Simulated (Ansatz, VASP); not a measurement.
**One calculation of P2C2O, two programs**

```
CELL_PARAMETERS angstrom
-1.95896 1.95896 4.79098
1.95896 -1.95896 4.79098
1.95896 1.95896 -4.79098
ATOMIC_POSITIONS crystal
P 0.75000 0.25000 0.50000
P 0.25000 0.75000 0.50000
C 0.37500 0.37500 0.00000
C 0.62500 0.62500 0.00000
O 0.00000 0.00000 0.00000
```

Change from the starting cell: species swapped into the YSi2Ir2 type (I4/mmm, No. 139).

Alike in both runs: task single point; functional PBE; dispersion D3(BJ); k mesh 6 × 6 × 6; occupations gaussian, width 0.1 eV; collinear spin.

|  | VASP | Ansatz |
| --- | --- | --- |
| version | VASP 6.6.1 | Ansatz 0.2.0 |
| potentials or method | VASP PAW PBE potentials, release 64 (P, C, O), cutoff 520 eV | scalar-relativistic, plane waves, PAW |
| valence electrons in the cell | 24 | 24 |

```tsv
	VASP	Ansatz	Ansatz less VASP
gap on the k mesh at the Fermi level (eV)	none	none	-
pressure (GPa)	-24.3	-21.5	+2.80
traceless stress, the component that is largest in VASP (GPa)	-10.17	-6.77	+3.399
rms of the force components (eV/Å)	0.498	0.511	+0.0128
net moment per atom (μB)	0.00	0.23	+0.235
size of the moment on the site where the two differ most (μB)	0.00	1.13	+1.134
```

The net moments are unlike, so the other rows may belong to different states. Site moments also hang on the region over which each program counts them. Atom by atom the forces differ by 0.013 eV/Å (rms over components). A gap of «none» marks a metal or a gap that the smearing closes.

The k mesh is coarse, so the values compare programs but aren't converged.
